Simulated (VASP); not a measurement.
# Sn (Fd-3m) in VASP: vibrations by perturbation theory with PBE

Aim: the vibrations by perturbation theory of Sn with PBE.

Program: VASP 6.6.1. These are calculated values, not measurements. Logs are shortened: lines on timing, memory, paths and dates and some standing lists are left out, and cuts for length are marked.

**1. The cell of the first run**

It takes space group Fd-3m (No. 227, cubic). The conventional cell has a = 6.467 Å, b = 6.467 Å, c = 6.467 Å, α = 90.00°, β = 90.00°, γ = 90.00°. Within 3.7 Å of Sn (site symmetry -43m) lie 4 Sn at 2.80 Å.

This isn't the form of Sn at room conditions, which is tetragonal (white tin).

**2. Vibrations by perturbation theory, PBE**

The input, INCAR:

```
  PREC = Accurate
  ENCUT = 500
  EDIFF = 1E-8
  ISMEAR = 1
  SIGMA = 0.1
  LREAL = F
  LASPH = T
  NELM = 120
  ALGO = Normal
  ISIF = 2
  LWAVE = F
  LCHARG = F
  GGA = PE
  NBANDS = 21
  IBRION = 8
  NSW = 1
  GGA_COMPAT = F
```

The input, KPOINTS:

```
regular mesh
0
Gamma
  8 8 8
```

The input, POSCAR:

```
Sn
1.0
    0.0000000000      3.2333400000      3.2333400000
    3.2333400000      0.0000000000      3.2333400000
    3.2333400000      3.2333400000      0.0000000000
Sn
2
Direct
    0.0000000000      0.0000000000      0.0000000000
    0.2500000000      0.2500000000      0.2500000000
```

Potentials or basis: VASP PAW PBE potentials, release 64 (Sn_d).

Run with:

```bash
> cat potpaw_PBE.64/Sn_d/POTCAR > POTCAR
> mpirun -np 1 vasp_std > vasp.out
```

OUTCAR:

```text
PREC = Accurate
   ENCUT = 500
   EDIFF = 1E-8
   ISMEAR = 1
   LREAL = F
   LASPH = T
   NELM = 120
   ISIF = 2
   GGA = PE
   IBRION = 8
   NSW = 1

 ion  position               nearest neighbor table
   1  0.000  0.000  0.000-   2 2.80   2 2.80   2 2.80   2 2.80
   2  0.250  0.250  0.250-   1 2.80   1 2.80   1 2.80   1 2.80

  LATTYP: Found a face centered cubic cell.
 ALAT       =     6.4666800000

  Lattice vectors:

 A1 = (   0.0000000000,   3.2333400000,   3.2333400000)
 A2 = (   3.2333400000,   0.0000000000,   3.2333400000)
 A3 = (   3.2333400000,   3.2333400000,   0.0000000000)

Analysis of symmetry for initial positions (statically):
=====================================================================
 Subroutine PRICEL returns:
 Original cell was already a primitive cell.

 Routine SETGRP: Setting up the symmetry group for a
 face centered cubic supercell.

 Subroutine GETGRP returns: Found 48 space group operations
 (whereof 24 operations were pure point group operations)
 out of a pool of 48 trial point group operations.

The static configuration has the point symmetry T_d .
 The point group associated with its full space group is O_h .

Analysis of symmetry for dynamics (positions and initial velocities):
=====================================================================
 Subroutine PRICEL returns:
 Original cell was already a primitive cell.

 Routine SETGRP: Setting up the symmetry group for a
 face centered cubic supercell.

 Subroutine GETGRP returns: Found 48 space group operations
 (whereof 24 operations were pure point group operations)
 out of a pool of 48 trial point group operations.

The dynamic configuration has the point symmetry T_d .
 The point group associated with its full space group is O_h .

 Subroutine INISYM returns: Found 48 space group operations
 (whereof 24 operations are pure point group operations),
 and found     1 'primitive' translations

----------------------------------------------------------------------------------------

                                     Primitive cell

  volume of cell :      67.6058

  direct lattice vectors                    reciprocal lattice vectors
     0.000000000  3.233340000  3.233340000    -0.154638856  0.154638856  0.154638856
     3.233340000  0.000000000  3.233340000     0.154638856 -0.154638856  0.154638856
     3.233340000  3.233340000  0.000000000     0.154638856  0.154638856 -0.154638856

  length of vectors
     4.572633280  4.572633280  4.572633280     0.267842356  0.267842356  0.267842356

  position of ions in fractional coordinates (direct lattice)
     0.000000000  0.000000000  0.000000000
     0.250000000  0.250000000  0.250000000

  ion indices of the primitive-cell ions
   primitive index   ion index
                 1           1
                 2           2

----------------------------------------------------------------------------------------

 KPOINTS: regular mesh

Automatic generation of k-mesh.
 Grid dimensions read from file:
 generate k-points for:    8    8    8

 Generating k-lattice:

  Cartesian coordinates                     Fractional coordinates (reciprocal lattice)
    -0.019329857  0.019329857  0.019329857     0.125000000  0.000000000  0.000000000
     0.019329857 -0.019329857  0.019329857     0.000000000  0.125000000  0.000000000
     0.019329857  0.019329857 -0.019329857     0.000000000  0.000000000  0.125000000

  Length of vectors
     0.033480295  0.033480295  0.033480295

  Shift w.r.t. Gamma in fractional coordinates (k-lattice)
     0.000000000  0.000000000  0.000000000

 Subroutine IBZKPT returns following result:
 ===========================================

 Found     29 irreducible k-points:
[... 65 lines left out ...]
     AMIX     =   0.40;   BMIX     =  1.00
     AMIX_MAG =   1.60;   BMIX_MAG =  1.00
  volume/ion in A,a.u.               =      33.80       228.11
  Fermi-wavevector in a.u.,A,eV,Ry     =   1.220299  2.306030 20.260828  1.489129
  Thomas-Fermi vector in A             =   2.355521
   LORBIT       =      0    0 simple, 1 ext, 2 COOP (PROOUT), +10 PAW based schemes
   GGA     = PE    functional components
   LHFCALC =     F    Hartree Fock is set to
   AEXX    =    0.0000 exact exchange contribution
   IVDW    =     0    specifies the selected vdW correction
   LEPSILON=     F    determine dielectric tensor
   LRPA    =     F    only Hartree local field effects (RPA)
 non-spin polarized calculation
 Methfessel and Paxton  Order N= 1 SIGMA  =   0.10
  energy-cutoff  :      500.00
  volume of cell :       67.61
 maximum number of plane-waves:      1759
 NGX is ok and might be reduce to    36
   NGX = 17   NGY = 17   NGZ = 17

--------------------------------------- Ionic step        1  -------------------------------------------

 number of electron      28.0000008 magnetization

 Free energy of the ion-electron system (eV)
  ---------------------------------------------------
  ext. energy  EPLUGINS =         0.00000000
  ---------------------------------------------------
  free energy    TOTEN  =        -7.61850351 eV

  energy without entropy =       -7.61851195  energy(sigma->0) =       -7.61850632

 E-fermi :   5.7711     XC(G=0):  -8.9206

 val. band max:        5.7710353354   @ k =   0.5000   0.0000   0.0000
 cond. band min:       5.8427785256   @ k =   0.0000   0.0000   0.0000
 fundamental gap:      0.0717431903
 Fermi energy:         5.7711283943

 k-point     1 :       0.0000    0.0000    0.0000
  band No.  band energies     occupation
      1     -15.9488      2.00000
      2     -15.9488      2.00000
      3     -15.9488      2.00000
      4     -15.8877      2.00000
      5     -15.8877      2.00000
      6     -15.5699      2.00000
[... 565 lines left out ...]
     20      14.3322      0.00000
     21      14.8763      0.00000

 [... further k-points ...]

------------------------ aborting loop because EDIFF is reached ----------------------------------------

  FORCE on cell =-STRESS in cart. coord.  units (eV):
  Direction    XX          YY          ZZ          XY          YZ          ZX
  --------------------------------------------------------------------------------------
  -------------------------------------------------------------------------------------
  Total        1.5791314      1.5791314      1.5791314      0.0000000      0.0000000      0.0000000
  in kB       37.4235280     37.4235280     37.4235280      0.0000000      0.0000000      0.0000000
  external PRESSURE =      37.4235280 kB  Pullay stress =       0.0000000 kB

 VOLUME and BASIS-vectors are now :
 -----------------------------------------------------------------------------
  energy-cutoff  :      500.00
  volume of cell :       67.61
      direct lattice vectors                 reciprocal lattice vectors
     0.000000000  3.233340000  3.233340000    -0.154638856  0.154638856  0.154638856
     3.233340000  0.000000000  3.233340000     0.154638856 -0.154638856  0.154638856
     3.233340000  3.233340000  0.000000000     0.154638856  0.154638856 -0.154638856

 POSITION                                       TOTAL-FORCE (eV/Angst)
 -----------------------------------------------------------------------------------
      0.00000      0.00000      0.00000         0.000000      0.000000      0.000000
      1.61667      1.61667      1.61667        -0.000000     -0.000000     -0.000000
 -----------------------------------------------------------------------------------
    total drift:                                0.000000      0.000000      0.000000

  FREE ENERGIE OF THE ION-ELECTRON SYSTEM (eV)
  ---------------------------------------------------
  free  energy   TOTEN  =        -7.6185035065 eV

  energy  without entropy=       -7.6185119480  energy(sigma->0) =       -7.61850632

[... ionic steps 2 to 3 ...]

--------------------------------------- Ionic step        4  -------------------------------------------

 Free energy of the ion-electron system (eV)
  ---------------------------------------------------
  ---------------------------------------------------
  free energy    TOTEN  =        -0.22021533 eV

  energy without entropy =       -0.22021533

------------------------ aborting loop because EDIFF is reached ----------------------------------------

 INTERNAL STRAIN TENSOR  FOR ION    1  DIRECTION 1   (eV/Angst):
 -----------------------------------------------------------------------------
    -0.02009  0.00000  0.00000
     0.00000  0.01141 10.03759
     0.00000 10.03759  0.01141

 INTERNAL STRAIN TENSOR FOR ION    2 for displacements in x,y,z  (eV/Angst):
          X           Y           Z          XY          YZ          ZX
  --------------------------------------------------------------------------------
  x     0.00000     0.00000     0.00000     0.00000   -10.03759     0.00000
  y    -0.00000     0.00000    -0.00000     0.00000     0.00000   -10.03759
  z     0.00000     0.00000     0.00000   -10.03759     0.00000     0.00000

 SECOND DERIVATIVES (NOT SYMMETRIZED)
 ------------------------------------
               1X          1Y          1Z          2X          2Y          2Z
  1X    -8.281409    0.000000    0.000000    8.281409    0.000000    0.000000
  1Y     0.000000   -8.281409    0.000000    0.000000    8.281409    0.000000
  1Z     0.000000    0.000000   -8.281409    0.000000    0.000000    8.281409
  2X     8.281409    0.000000    0.000000   -8.281409    0.000000    0.000000
  2Y     0.000000    8.281409    0.000000    0.000000   -8.281409    0.000000
  2Z     0.000000    0.000000    8.281409    0.000000    0.000000   -8.281409

 Eigenvectors and eigenvalues of the dynamical matrix
 ----------------------------------------------------

   1 f  =    5.839480 THz    36.690537 2PiTHz  194.784097 cm-1    24.150139 meV
             X         Y         Z           dx          dy          dz
      0.000000  0.000000  0.000000     0.000000   -0.707107    0.000000
      1.616670  1.616670  1.616670     0.000000    0.707107    0.000000
[... 21 lines left out ...]
   6 f  =    0.000000 THz     0.000000 2PiTHz    0.000000 cm-1     0.000000 meV
             X         Y         Z           dx          dy          dz
      0.000000  0.000000  0.000000     0.000000    0.000000    0.707107
      1.616670  1.616670  1.616670     0.000000    0.000000    0.707107

--------------------------------------------------------------------------------------------------------

 ELASTIC MODULI CONTR FROM IONIC RELAXATION (kBar)
 Direction    XX          YY          ZZ          XY          YZ          ZX
 --------------------------------------------------------------------------------
 XX          -0.0000     -0.0000     -0.0000      0.0000      0.0000     -0.0000
 YY          -0.0000     -0.0000     -0.0000      0.0000      0.0000      0.0000
 ZZ          -0.0000     -0.0000     -0.0000      0.0000      0.0000     -0.0000
 XY           0.0000      0.0000      0.0000   -288.3243      0.0000      0.0000
 YZ           0.0000      0.0000      0.0000      0.0000   -288.3243      0.0000
 ZX          -0.0000      0.0000     -0.0000      0.0000      0.0000   -288.3243
 --------------------------------------------------------------------------------
```

Run time: 2.4 min. Hardware: 1 thread of Intel Xeon Platinum 8488C (Sapphire Rapids), shared host; peak memory 0.4 GiB.

Results:

```
Highest phonon frequency at Γ : 195 cm⁻¹
```

Phonon frequencies in cm⁻¹ (negative: imaginary):
| q point | frequencies |
| --- | --- |
| (0.000, 0.000, 0.000) | 0 0 0 195 195 195 |

Caveat: the cell stands under pressure or tension, which shifts response properties; spin-orbit coupling is left out, which moves the levels of the heavy elements.
